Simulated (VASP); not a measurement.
ZnS3:

```
Zn S
1.0
     4.85415    0.00000    0.00000
     0.00000    4.85415    0.00000
     0.00000    0.00000    4.23755
Zn S
1 3
Direct
  0.00000 0.00000 0.00000
  0.50000 0.50000 0.00000
  0.00000 0.50000 0.50000
  0.50000 0.00000 0.50000
```

The cell was generated, and may not be a known phase.

| Quantity | Value |
| --- | --- |
| Program | VASP 6.6.1 |
| Task | relaxation of cell and atoms |
| Functional | PBE |
| Potentials or basis | VASP PAW PBE potentials, release 64 (Zn, S) |
| Cutoff | 600 eV |
| k mesh | 4 × 4 × 4 |
| Occupations | gaussian, width 0.1 eV |
| Spin | no spin polarisation |

At the start: pressure -11.7 GPa; volume 24.96 Å³/atom.

Question: Where does the relaxation end?

Answer: Over 20 steps the energy falls by 650.3 meV/atom and the volume is 16.02 Å³/atom (-35.8 %); space group P4/mmm (No. 123, to 0.1 Å) before and after.

The path:
```
step  energy change (eV)  largest force (eV/Å)  pressure (GPa)  volume (Å³)
   1              0.0000                0.0000          -11.71        99.85
   2             -1.6179                0.0000           -7.04        75.71
   3             -1.8752                0.0000           -1.38        67.50
   4             -1.8913                0.0000            0.95        65.05
   5             -2.1020                0.0000            0.81        64.20
   6             -2.2888                0.0000            1.98        63.07
   7             -2.3372                0.0000            5.89        60.16
   8             -2.4602                0.0000           -2.28        65.49
   9             -2.4512                0.0000           -6.46        70.40
  10             -2.4838                0.0000           -4.01        67.19
  11             -2.4855                0.0000           -4.87        68.26
  12             -2.4863                0.0000           -4.50        67.80
  13             -2.5050                0.0000           -5.39        69.15
  14             -2.5068                0.0000           -5.24        68.84
  15             -2.5438                0.0000           -4.22        67.74
  16             -2.5928                0.0000           -1.84        65.44
  17             -2.5473                0.0000            4.65        61.01
  18             -2.6009                0.0000           -0.28        64.22
  19             -2.6009                0.0000           -0.16        64.13
  20             -2.6013                0.0000           -0.10        64.06
```

Final structure:
```xyz
4
Lattice="4.8932 0.0000 0.0000 0.0000 4.8932 0.0000 0.0000 0.0000 2.6755" Properties=species:S:1:pos:R:3 pbc="T T T"
Zn    0.0000    0.0000    0.0000
S     2.4466    2.4466    0.0000
S     0.0000    2.4466    1.3378
S     2.4466    0.0000    1.3378
```

Caveat: the k points lie up to 0.59 Å⁻¹ apart in the final cell, too coarse for converged energies and pressures of a metal; the volume moved by over 15 % at a fixed basis, so the end points are rough.
